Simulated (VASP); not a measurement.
The system is MoS.

```
Mo S
1.0
     0.00000    2.73732    2.73732
     2.73732    0.00000    2.73732
     2.73732    2.73732    0.00000
Mo S
1 1
Direct
  0.00000 0.00000 0.00000
  0.50000 0.50000 0.50000
```

Base run:

- Program: VASP 6.6.1
- Functional: PBE
- Potentials or basis: VASP PAW PBE potentials, release 64 (Mo_sv, S)
- Cutoff: 520 eV
- k mesh: 14 × 14 × 14
- Occupations: gaussian, width 0.1 eV
- Spin: collinear spin, ferromagnetic start
- Starting moments: [3.5, 0.0] μB
- Hubbard terms: Mo d U = 4.38 eV

Its results: pressure -2.3 GPa.

Problem. The run is repeated on the same cell with these changes: spin from collinear spin, ferromagnetic start to no spin polarisation; further incar settings from ALGO = Normal; EDIFF = 1e-06; NBANDS = 21 to ALGO = Normal; EDIFF = 1e-06; NBANDS = 17. What comes out?

Solution. Pressure -18.1 GPa.

Caveats: U without spin polarisation on a metal has little footing (some runs).
